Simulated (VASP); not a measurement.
Set up this calculation in VASP 6.6.1, as the native input.

```yaml
Task: single point
Functional: PBEsol
Potentials_or_basis: VASP PAW PBE potentials, release 64 (Ti_sv, Al)
Cutoff: 520 eV
k_mesh: 10 × 10 × 4
Occupations: gaussian, width 0.1 eV
Spin: no spin polarisation
Dipole_correction: no
Further_INCAR_settings: LREAL = Auto; ALGO = Fast; EDIFF = 1e-06; NBANDS = 60
```

The structure of Ti5Al11 lies in POSCAR:

```
Ti5Al11
1.0
    3.8566806986      0.0000000000      0.0000000000
    0.0000000000      3.8566806986      0.0000000000
    0.0000000000      0.0000000000     16.2115046691
Ti Al
5 11
Direct
    0.5000000000      0.5000000000      0.3763144024
    0.0000000000      0.0000000000      0.8796048752
    0.0000000000      0.0000000000      0.1196955937
    0.5000000000      0.5000000000      0.6166828857
    0.5000000000      0.5000000000      0.1336336642
    0.5000000000      0.0000000000      0.0023906370
    0.0000000000      0.5000000000      0.4982869034
    0.5000000000      0.0000000000      0.4982869034
    0.0000000000      0.5000000000      0.0023906370
    0.0000000000      0.5000000000      0.2499801581
    0.5000000000      0.0000000000      0.7492426653
    0.5000000000      0.0000000000      0.2499801581
    0.0000000000      0.5000000000      0.7492426653
    0.0000000000      0.0000000000      0.6243937962
    0.0000000000      0.0000000000      0.3740498998
    0.5000000000      0.5000000000      0.8758251353
```

This cell differs from its parent crystal: volume scaled by 0.97, then relaxed in part.

These files were run (other wordings do the same):

INCAR

```
ALGO = Fast
EDIFF = 1E-6
ENCUT = 520
GGA = PS
ISIF = 2
ISMEAR = 0
LASPH = T
LCHARG = F
LREAL = Auto
LWAVE = F
NBANDS = 60
NELM = 80
PREC = Accurate
SIGMA = 0.1
```

KPOINTS

```
k-points
0
Gamma
  10 10 4
```

Potentials or basis: VASP PAW PBE potentials, release 64 (Ti_sv, Al).

Command:

```sh
$ cat potpaw_PBE.64/Ti_sv/POTCAR potpaw_PBE.64/Al/POTCAR > POTCAR
$ mpirun -np 1 vasp_std > vasp.out
```

It gave:

- Pressure: 3.8 GPa
- Largest force: 0.017 eV/Å

Caveat: the PAW data sets were made with another functional, which shifts forces and pressure a little.

Run time: 29 min on 1 thread of Intel(R) Xeon(R) 6975P-C (Granite Rapids), with other jobs on the host, peak memory 0.69 GiB.
